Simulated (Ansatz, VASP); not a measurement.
**Sn in VASP and in Ansatz**

```
Sn
1.0
    -0.03958    3.28446    3.28446
     3.28446   -0.03958    3.28446
     3.24488    3.24488    0.00000
Sn
2
Direct
  0.99785 0.99785 0.00215
  0.25215 0.25215 0.24785
```

Change from the starting cell: shear_xy strain -2.4%.

Alike in both runs: task single point; functional PBE; k mesh 6 × 6 × 6; occupations fermi-dirac, width 0.02 eV; no spin polarisation.

```csv
,VASP,Ansatz
version,VASP 6.6.1,Ansatz 0.2.0
potentials or method,"VASP PAW PBE potentials, release 64 (Sn_d)","plane waves, PAW"
plane-wave cutoff (eV),520,420
valence electrons in the cell,28,28
```

|  | VASP | Ansatz | Ansatz less VASP |
| --- | --- | --- | --- |
| pressure (GPa) | 1.5 | 1.6 | +0.05 |
| traceless stress, the component that is largest in VASP (GPa) | 0.52 | 0.52 | 0.000 |
| rms of the force components (eV/Å) | 0.003 | 0.003 | 0.0000 |

Atom by atom the forces differ by 0.000 eV/Å (rms over components). The functional is the same, so the differences come from potentials, cutoffs and numerics.
